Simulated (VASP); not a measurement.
# ScSbSe3 (Pm-3m) in VASP: settings compared

ScSbSe3 is run at these levels: PBEsol, PBE; tasks: single point, relaxation of cell and atoms.

All numbers are computed with VASP 6.6.1; they aren't measurements. Logs are shortened: lines on timing, memory, paths and dates and some standing lists are left out, and cuts for length are marked.

**1. The cell of the first run**

The structure is cubic, space group Pm-3m (No. 221). Conventional cell: a = 5.127 Å, b = 5.127 Å, c = 5.127 Å, α = 90.00°, β = 90.00°, γ = 90.00°. Sc (site symmetry m-3m) has 6 Se at 2.56 Å within 3.4 Å. Sb (site symmetry m-3m) has 12 Se at 3.63 Å and 8 Sc at 4.44 Å within 4.8 Å. Se (site symmetry 4/mmm) has 2 Sc at 2.56 Å within 3.4 Å.

**2. Single point, PBEsol**

Contents of INCAR:

```
PREC = Accurate ; ENCUT = 520
EDIFF = 1E-6 ; ISMEAR = 0
SIGMA = 0.1 ; LREAL = False
LASPH = True ; NELM = 100
ALGO = Normal ; ISIF = 2
LWAVE = False ; LCHARG = False
GGA = PS ; NBANDS = 25
```

Contents of KPOINTS:

```
regular mesh
0
Gamma
  8 8 8
```

Contents of POSCAR:

```
ScSbSe3
1.0
    5.1269410185      0.0000000000      0.0000000000
    0.0000000000      5.1269410185      0.0000000000
    0.0000000000      0.0000000000      5.1269410185
Sc Sb Se
1 1 3
Direct
    0.5000000000      0.5000000000      0.5000000000
    0.0000000000      0.0000000000      0.0000000000
    0.0000000000      0.5000000000      0.5000000000
    0.5000000000      0.0000000000      0.5000000000
    0.5000000000      0.5000000000      0.0000000000
```

Potentials or basis: VASP PAW PBE potentials, release 64 (Sc_sv, Sb, Se).

The run is started by

```bash
> cat potpaw_PBE.64/Sc_sv/POTCAR potpaw_PBE.64/Sb/POTCAR potpaw_PBE.64/Se/POTCAR > POTCAR
> mpirun -np 1 vasp_std > vasp.out
```

OUTCAR:

```text
PREC = Accurate
   ENCUT = 520
   EDIFF = 1E-6
   ISMEAR = 0
   LREAL = False
   LASPH = True
   NELM = 100
   ISIF = 2
   GGA = PS

 ion  position               nearest neighbor table
   1  0.500  0.500  0.500-   3 2.56   4 2.56   5 2.56   5 2.56   4 2.56   3 2.56
   2  0.000  0.000  0.000-
   3  0.000  0.500  0.500-   1 2.56   1 2.56
   4  0.500  0.000  0.500-   1 2.56   1 2.56
   5  0.500  0.500  0.000-   1 2.56   1 2.56

  LATTYP: Found a simple cubic cell.
 ALAT       =     5.1269410185

  Lattice vectors:

 A1 = (   5.1269410185,   0.0000000000,   0.0000000000)
 A2 = (   0.0000000000,   5.1269410185,   0.0000000000)
 A3 = (   0.0000000000,   0.0000000000,   5.1269410185)

Analysis of symmetry for initial positions (statically):
=====================================================================
 Subroutine PRICEL returns:
 Original cell was already a primitive cell.

 Routine SETGRP: Setting up the symmetry group for a
 simple cubic supercell.

 Subroutine GETGRP returns: Found 48 space group operations
 (whereof 48 operations were pure point group operations)
 out of a pool of 48 trial point group operations.

The static configuration has the point symmetry O_h .

Analysis of symmetry for dynamics (positions and initial velocities):
=====================================================================
 Subroutine PRICEL returns:
 Original cell was already a primitive cell.

 Routine SETGRP: Setting up the symmetry group for a
 simple cubic supercell.

 Subroutine GETGRP returns: Found 48 space group operations
 (whereof 48 operations were pure point group operations)
 out of a pool of 48 trial point group operations.

The dynamic configuration has the point symmetry O_h .

 Subroutine INISYM returns: Found 48 space group operations
 (whereof 48 operations are pure point group operations),
 and found     1 'primitive' translations

----------------------------------------------------------------------------------------

                                     Primitive cell

  volume of cell :     134.7643

  direct lattice vectors                    reciprocal lattice vectors
     5.126941019  0.000000000  0.000000000     0.195048080  0.000000000  0.000000000
     0.000000000  5.126941019  0.000000000     0.000000000  0.195048080  0.000000000
     0.000000000  0.000000000  5.126941019     0.000000000  0.000000000  0.195048080

  length of vectors
     5.126941019  5.126941019  5.126941019     0.195048080  0.195048080  0.195048080

  position of ions in fractional coordinates (direct lattice)
     0.500000000  0.500000000  0.500000000
     0.000000000  0.000000000  0.000000000
     0.000000000  0.500000000  0.500000000
     0.500000000  0.000000000  0.500000000
     0.500000000  0.500000000  0.000000000

  ion indices of the primitive-cell ions
   primitive index   ion index
                 1           1
                 2           2
                 3           3
                 4           4
                 5           5

----------------------------------------------------------------------------------------

 KPOINTS: regular mesh

Automatic generation of k-mesh.
 Grid dimensions read from file:
 generate k-points for:    8    8    8

 Generating k-lattice:

  Cartesian coordinates                     Fractional coordinates (reciprocal lattice)
     0.024381010  0.000000000  0.000000000     0.125000000  0.000000000  0.000000000
     0.000000000  0.024381010  0.000000000     0.000000000  0.125000000  0.000000000
     0.000000000  0.000000000  0.024381010     0.000000000  0.000000000  0.125000000

  Length of vectors
     0.024381010  0.024381010  0.024381010

  Shift w.r.t. Gamma in fractional coordinates (k-lattice)
     0.000000000  0.000000000  0.000000000

 Subroutine IBZKPT returns following result:
 ===========================================

 Found     35 irreducible k-points:

 Following reciprocal coordinates:
            Coordinates               Weight
  0.000000  0.000000  0.000000      1.000000
  0.125000  0.000000  0.000000      6.000000
  0.250000  0.000000  0.000000      6.000000
  0.375000  0.000000  0.000000      6.000000
  0.500000  0.000000  0.000000      3.000000
  0.125000  0.125000  0.000000     12.000000
[... 16 lines left out ...]
  0.375000  0.375000  0.125000     24.000000
  0.500000  0.375000  0.125000     24.000000
 [... further k-points ...]
   k-points           NKPTS =     35   k-points in BZ     NKDIM =     35   number of bands    NBANDS=     25
   number of dos      NEDOS =    301   number of ions     NIONS =      5
   total plane-waves  NPLWV =  64000
   dimension x,y,z NGX =    40 NGY =   40 NGZ =   40
   dimension x,y,z NGXF=    80 NGYF=   80 NGZF=   80
   ions per type =               1   1   3
   NGX,Y,Z   is equivalent  to a cutoff of  12.97, 12.97, 12.97 a.u.
   NGXF,Y,Z  is equivalent  to a cutoff of  25.94, 25.94, 25.94 a.u.
 SYSTEM =  unknown system
   PREC   = accura    normal or accurate (medium, high low for compatibility)
   ISTART =      0    job   : 0-new  1-cont  2-samecut
   ICHARG =      2    charge: 1-file 2-atom 10-const
   ISPIN  =      1    spin polarized calculation?
   LNONCOLLINEAR =      F non collinear calculations
   LSORBIT =      F    spin-orbit coupling
   LASPH  =      T    aspherical Exc in radial PAW
   ENCUT  =  520.0 eV  38.22 Ry    6.18 a.u.   9.53  9.53  9.53*2*pi/ulx,y,z
   NELM   =    100;   NELMIN=  2; NELMDL= -5     # of ELM steps
   EDIFF  = 0.1E-05   stopping-criterion for ELM
   LREAL  =      F    real-space projection
   EDIFFG = 0.1E-04   stopping-criterion for IOM
   NSW    =      0    number of steps for IOM
   IBRION =     -1    ionic relax: 0-MD 1-quasi-New 2-CG
   NFREE  =      0    steps in history (QN), initial steepest desc. (CG)
   ISIF   =      2    stress and relaxation
   ISYM   =      2    0-nonsym 1-usesym 2-fastsym
   POTIM  = 0.5000    time-step for ionic-motion
   TEBEG  =    0.0;   TEEND  =   0.0 temperature during run
   PSTRESS=    0.0 pullay stress
   NELECT =      34.0000    total number of electrons
   NUPDOWN=      -1.0000    fix difference up-down
   EMIN   =  10.00;   EMAX   =-10.00  energy-range for DOS
   EFERMI =   0.00;   METHOD = LEGACY
   ISMEAR =     0;   SIGMA  =   0.10  broadening in eV -4-tet -1-fermi 0-gaus
   EFERMI_NEDOS =   21; number of points for ismear=-14 and -15
   IALGO  =     38    algorithm
   IMIX   =      4    mixing-type and parameters
     AMIX     =   0.40;   BMIX     =  1.00
     AMIX_MAG =   1.60;   BMIX_MAG =  1.00
  volume/ion in A,a.u.               =      26.95       181.89
  Fermi-wavevector in a.u.,A,eV,Ry     =   1.034450  1.954827 14.559413  1.070087
  Thomas-Fermi vector in A             =   2.168746
   LORBIT       =      0    0 simple, 1 ext, 2 COOP (PROOUT), +10 PAW based schemes
   GGA     = PS    functional components
   LHFCALC =     F    Hartree Fock is set to
   AEXX    =    0.0000 exact exchange contribution
   IVDW    =     0    specifies the selected vdW correction
   LEPSILON=     F    determine dielectric tensor
   LRPA    =     F    only Hartree local field effects (RPA)
 non-spin polarized calculation
 Gauss-broadening in eV      SIGMA  =   0.10
  energy-cutoff  :      520.00
  volume of cell :      134.76
 maximum number of plane-waves:      3695
 NGX is ok and might be reduce to    40
   NGX = 19   NGY = 19   NGZ = 19

 number of electron      34.0000002 magnetization

 Free energy of the ion-electron system (eV)
  ---------------------------------------------------
  ext. energy  EPLUGINS =         0.00000000
  ---------------------------------------------------
  free energy    TOTEN  =       -24.41033598 eV

  energy without entropy =      -24.38376201  energy(sigma->0) =      -24.39704899

 E-fermi :   3.3824     XC(G=0):  -9.4961

 val. band max:        3.3761794387   @ k =   0.3750   0.3750   0.0000
 cond. band min:       3.3827340594   @ k =   0.5000   0.3750   0.3750
 fundamental gap:      0.0065546207
 Fermi energy:         3.3823766300

 k-point     1 :       0.0000    0.0000    0.0000
  band No.  band energies     occupation
      1     -45.4499      2.00000
      2     -24.2373      2.00000
      3     -24.2373      2.00000
      4     -24.2373      2.00000
      5      -9.7827      2.00000
      6      -8.4464      2.00000
[... 17 lines left out ...]
     24       6.3740      0.00000
     25       6.3740      0.00000

 k-point     2 :       0.1250    0.0000    0.0000
  band No.  band energies     occupation
      1     -45.4499      2.00000
      2     -24.2385      2.00000
      3     -24.2373      2.00000
      4     -24.2373      2.00000
      5      -9.7309      2.00000
      6      -8.4674      2.00000
[... 17 lines left out ...]
     24       6.3844      0.00000
     25       6.6916      0.00000

 k-point     3 :       0.2500    0.0000    0.0000
  band No.  band energies     occupation
      1     -45.4499      2.00000
      2     -24.2412      2.00000
      3     -24.2371      2.00000
      4     -24.2371      2.00000
      5      -9.5891      2.00000
      6      -8.5376      2.00000
[... 17 lines left out ...]
     24       6.4015      0.00000
     25       7.1121      0.00000

 k-point     4 :       0.3750    0.0000    0.0000
  band No.  band energies     occupation
      1     -45.4500      2.00000
      2     -24.2440      2.00000
      3     -24.2370      2.00000
      4     -24.2370      2.00000
      5      -9.4054      2.00000
      6      -8.6543      2.00000
[... 17 lines left out ...]
     24       6.4126      0.00000
     25       7.3371      0.00000
[... 477 lines left out ...]
 k-point    22 :       0.5000    0.2500    0.1250
  band No.  band energies     occupation
      1     -45.4500      2.00000
      2     -24.2449      2.00000
      3     -24.2408      2.00000
      4     -24.2379      2.00000
      5      -9.0827      2.00000
      6      -8.6637      2.00000
[... 17 lines left out ...]
     24       7.1324      0.00000
     25       8.5490      0.00000

 k-point    23 :       0.3750    0.3750    0.1250
  band No.  band energies     occupation
      1     -45.4500      2.00000
      2     -24.2436      2.00000
      3     -24.2436      2.00000
      4     -24.2378      2.00000
      5      -9.0184      2.00000
      6      -8.5860      2.00000
[... 17 lines left out ...]
     24       7.1958      0.00000
     25       9.2545      0.00000

 k-point    24 :       0.5000    0.3750    0.1250
  band No.  band energies     occupation
      1     -45.4500      2.00000
      2     -24.2447      2.00000
      3     -24.2435      2.00000
      4     -24.2377      2.00000
      5      -8.9227      2.00000
      6      -8.6249      2.00000
[... 17 lines left out ...]
     24       7.1803      0.00000
     25       9.5138      0.00000

 [... further k-points ...]
[... 5 lines left out ...]
  --------------------------------------------------------------------------------------
  -------------------------------------------------------------------------------------
  Total       -2.2205889     -2.2205889     -2.2205889     -0.0000000      0.0000000     -0.0000000
  in kB      -26.3999918    -26.3999918    -26.3999918     -0.0000000      0.0000000     -0.0000000
  external PRESSURE =     -26.3999918 kB  Pullay stress =       0.0000000 kB

 VOLUME and BASIS-vectors are now :
 -----------------------------------------------------------------------------
  energy-cutoff  :      520.00
  volume of cell :      134.76
      direct lattice vectors                 reciprocal lattice vectors
     5.126941019  0.000000000  0.000000000     0.195048080  0.000000000  0.000000000
     0.000000000  5.126941019  0.000000000     0.000000000  0.195048080  0.000000000
     0.000000000  0.000000000  5.126941019     0.000000000  0.000000000  0.195048080

 POSITION                                       TOTAL-FORCE (eV/Angst)
 -----------------------------------------------------------------------------------
      2.56347      2.56347      2.56347         0.000000      0.000000      0.000000
      0.00000      0.00000      0.00000         0.000000      0.000000      0.000000
      0.00000      2.56347      2.56347         0.000000      0.000000      0.000000
      2.56347      0.00000      2.56347         0.000000      0.000000      0.000000
      2.56347      2.56347      0.00000         0.000000      0.000000      0.000000
 -----------------------------------------------------------------------------------
    total drift:                                0.000000      0.000000     -0.000000

  FREE ENERGIE OF THE ION-ELECTRON SYSTEM (eV)
  ---------------------------------------------------
  free  energy   TOTEN  =       -24.4103359805 eV

  energy  without entropy=      -24.3837620056  energy(sigma->0) =      -24.39704899
```

Wall time 41 s (1 thread of Intel Xeon 6975P-C (Granite Rapids), shared host); peak memory 0.31 GiB.

What came out:

```yaml
Free_energy: -24.4103 eV
Pressure: -2.6 GPa
Band_gap_on_the_k_mesh: zero (band 17 reaches 3.78 eV, above the bottom of band 18 at 3.02 eV)
```

Caveat: the PAW data sets were made with another functional, which shifts forces and pressure a little; spin-orbit coupling is left out, which moves the levels of the heavy elements.

**3. Single point, PBE, collinear spin, ferromagnetic start**

This run uses another cell than the first one, of 25.96 Å³/atom, 0.963 times its volume.

Contents of INCAR:

```
ALGO     = Normal         # electronic algorithm
EDIFF    = 1E-7           # SCF threshold, eV
ENCUT    = 520            # plane-wave cutoff, eV
GGA      = PE             # functional
ISIF     = 2              # what is computed and relaxed
ISMEAR   = 0              # smearing method
ISPIN    = 2              # spin polarisation
LASPH    = True           # aspherical terms in the spheres
LCHARG   = False          # write CHGCAR
LMAXMIX  = 4              # l up to which the mixer works
LORBIT   = 11             # projections on sites
LREAL    = False          # projectors in reciprocal space
LWAVE    = False          # write WAVECAR
MAGMOM   = 1 0 0 0 0      # initial moments
NBANDS   = 29             # bands
NELM     = 150            # most SCF steps
PREC     = Accurate       # precision mode
SIGMA    = 0.1            # smearing width, eV
```

Contents of KPOINTS:

```
k-points
0
Gamma
  4 4 4
```

POSCAR, as its differences from that of step 2:

```diff
@@ -2,5 +2,5 @@
 1.0
-    5.1269410185      0.0000000000      0.0000000000
-    0.0000000000      5.1269410185      0.0000000000
-    0.0000000000      0.0000000000      5.1269410185
+    5.0631845400      0.0000000000      0.0000000000
+    0.0000000000      5.0631845400      0.0000000000
+    0.0000000000      0.0000000000      5.0631845400
 Sc Sb Se
```

Potentials or basis: VASP PAW PBE potentials, release 64 (Sc_sv, Sb, Se).

The run is started by

```bash
> cat potpaw_PBE.64/Sc_sv/POTCAR potpaw_PBE.64/Sb/POTCAR potpaw_PBE.64/Se/POTCAR > POTCAR
> mpirun -np 1 vasp_std > vasp.out
```

Wall time 40 s (1 thread of Intel Xeon 6975P-C (Granite Rapids), shared host); peak memory 0.31 GiB.

Results (log left out):

| Quantity | Value |
| --- | --- |
| Free energy | -22.6536 eV |
| Pressure | 2.2 GPa |
| Band gap on the k mesh | zero (filled and empty bands overlap) |
| Net moment | 0.00 μB per cell |
| Valence electrons inside the program's atomic spheres | Sc 9.62; Sb 2.12; Se 3.84 |

Levels at points of the mesh, in eV from the Fermi level:
Spin up:
| k point | band 13 | band 14 | band 15 | band 16 | band 17 | band 18 | band 19 | band 20 | band 21 | band 22 |
| --- | --- | --- | --- | --- | --- | --- | --- | --- | --- | --- |
| (0.00, 0.00, 0.00) | -0.82 | -0.82 | -0.59 | -0.59 | -0.59 | 1.58 | 1.58 | 1.58 | 1.98 | 1.98 |
| (0.50, 0.00, 0.00) | -2.70 | -1.40 | -1.25 | -0.61 | -0.20 | -0.20 | 0.79 | 0.79 | 1.68 | 3.25 |
| (0.50, 0.50, 0.00) | -2.55 | -2.06 | -2.06 | -1.92 | -0.59 | 0.54 | 1.55 | 1.55 | 3.42 | 3.42 |
| (0.50, 0.50, 0.50) | -2.53 | -2.53 | 0.58 | 0.58 | 0.58 | 1.35 | 1.35 | 1.35 | 4.25 | 4.25 |
Spin down:
```csv
k point,band 15,band 16,band 17,band 18,band 19,band 20
"(0.00, 0.00, 0.00)",-0.59,-0.59,-0.59,1.58,1.58,1.58
"(0.50, 0.00, 0.00)",-1.25,-0.61,-0.20,-0.20,0.79,0.79
"(0.50, 0.50, 0.00)",-2.06,-1.92,-0.59,0.54,1.55,1.55
"(0.50, 0.50, 0.50)",0.58,0.58,0.58,1.35,1.35,1.35
```

Caveat: spin-orbit coupling is left out, which moves the levels of the heavy elements.

**4. Relaxation of cell and atoms, PBE**

This run uses another cell than the first one, of 25.96 Å³/atom, 0.963 times its volume.

Contents of INCAR:

```
SYSTEM = ScSbSe3
PREC = Accurate ; ENCUT = 600
EDIFF = 1E-7 ; ISMEAR = 0
SIGMA = 0.1 ; LREAL = .FALSE.
LASPH = .TRUE. ; NELM = 80
ALGO = Normal ; ISIF = 3
LWAVE = .FALSE. ; LCHARG = .FALSE.
GGA = PE ; IBRION = 2
NSW = 100 ; EDIFFG = -0.01
```

Contents of KPOINTS:

```
Automatic mesh
0
G
  8 8 8
  0 0 0
```

POSCAR is that of step 3.

The run is started by

```bash
> cat potpaw_PBE.64/Sc_sv/POTCAR potpaw_PBE.64/Sb/POTCAR potpaw_PBE.64/Se/POTCAR > POTCAR
> mpirun -np 1 vasp_std > vasp.out
```

Wall time 1.9 min (1 thread of Intel Xeon 6975P-C (Granite Rapids), shared host); peak memory 0.34 GiB.

The run converged. Its results:

```yaml
Free_energy: -22.6170 eV
Relaxed_volume: 27.00 Å³/atom
Relaxed_cell: a = 5.130 Å, b = 5.130 Å, c = 5.130 Å, α = 90.00°, β = 90.00°, γ = 90.00°
Space_group_after_relaxing_to_0.05_Å: Pm-3m (No. 221)
Energy_gained_by_relaxing: 7.3 meV/atom
Ionic_steps: 3
Pressure_after_relaxing: 0.0 GPa
Band_gap_on_the_k_mesh: zero (band 17 reaches 3.88 eV, above the bottom of band 18 at 3.13 eV)
```

The path:
| step | energy change (eV) | largest force (eV/Å) | pressure (GPa) | volume (Å³) |
| --- | --- | --- | --- | --- |
| 1 | 0.0000 | 0.0000 | 2.31 | 129.80 |
| 2 | -0.0317 | 0.0000 | -0.75 | 136.97 |
| 3 | -0.0363 | 0.0000 | 0.00 | 135.00 |

Final structure:
```xyz
5
Lattice="5.1300 0.0000 0.0000 0.0000 5.1300 0.0000 0.0000 0.0000 5.1300" Properties=species:S:1:pos:R:3 pbc="T T T"
Sc    2.5650    2.5650    2.5650
Sb    0.0000    0.0000    0.0000
Se    0.0000    2.5650    2.5650
Se    2.5650    0.0000    2.5650
Se    2.5650    2.5650    0.0000
```

Levels at points of the mesh, in eV from the Fermi level:
```tsv
k point	band 13	band 14	band 15	band 16	band 17	band 18	band 19	band 20	band 21
(0.00, 0.00, 0.00)	-0.91	-0.91	-0.72	-0.72	-0.72	1.50	1.50	1.50	1.79
(0.50, 0.00, 0.00)	-2.65	-1.44	-1.37	-0.60	-0.37	-0.37	0.71	0.71	1.58
(0.50, 0.50, 0.00)	-2.60	-2.07	-2.07	-2.04	-0.55	0.35	1.39	1.39	3.18
(0.50, 0.50, 0.50)	-2.58	-2.58	0.39	0.39	0.39	1.24	1.24	1.24	3.96
```

Caveat: spin-orbit coupling is left out, which moves the levels of the heavy elements.

**5. Summary**

| task | level | spin | cell | k mesh | cutoff (eV) | gap on the mesh (eV) | pressure (GPa) |
| --- | --- | --- | --- | --- | --- | --- | --- |
| single point | PBEsol | off | a = 5.127 Å, 5 atoms | 8 × 8 × 8 | 520 | none | -2.6 |
| single point | PBE | collinear, ferromagnetic start | a = 5.063 Å, 5 atoms | 4 × 4 × 4 | 520 | none | 2.2 |
| relaxation of cell and atoms | PBE | off | relaxed from a = 5.063 Å, 5 atoms | 8 × 8 × 8 | 600 | none | 0.0 |

Alike in all rows: potentials or basis VASP PAW PBE potentials, release 64 (Sc_sv, Sb, Se); smearing gaussian 0.1 eV.

Caveats: spin-orbit coupling is left out, which moves the levels of the heavy elements; the PAW data sets were made with another functional, which shifts forces and pressure a little (some runs).

Absolute energies hang on the potentials; compare differences alone.
